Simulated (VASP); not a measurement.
Here is a VASP 6.6.1 calculation.

INCAR

```
SYSTEM = In4Ru
PREC = Accurate
ENCUT = 520
EDIFF = 1E-7
ISMEAR = 0
SIGMA = 0.1
LREAL = .False.
LASPH = .True.
NELM = 100
ALGO = Normal
ISIF = 2
LWAVE = .False.
LCHARG = .False.
GGA = PE
NBANDS = 41
```

File KPOINTS:

```
regular mesh
0
Gamma
  4 4 4
  0 0 0
```

The input POSCAR:

```
In4Ru
1.0
   -3.1409718039      3.1409718039      3.1409718039
    3.1409718039     -3.1409718039      3.1409718039
    3.1409718039      3.1409718039     -3.1409718039
In Ru
4 1
Direct
    0.0000000000      0.0000000000      0.5000000000
    0.5000000000      0.0000000000      0.0000000000
    0.0000000000      0.5000000000      0.0000000000
    0.5000000000      0.5000000000      0.5000000000
    0.0000000000      0.0000000000      0.0000000000
```

Potentials or basis: VASP PAW PBE potentials, release 64 (In_d, Ru_pv).

The run is started by

```console
$ cat potpaw_PBE.64/In_d/POTCAR potpaw_PBE.64/Ru_pv/POTCAR > POTCAR
$ mpirun -np 1 vasp_std > vasp.out
```

Question: Predict the band gap on the k mesh.

Answer: Zero (bands 33 and 34 overlap by 3.38 eV).

Question: What does it give for the pressure?

Answer: -0.1 GPa.

Caveat: spin-orbit coupling is left out, which moves the levels of the heavy elements.
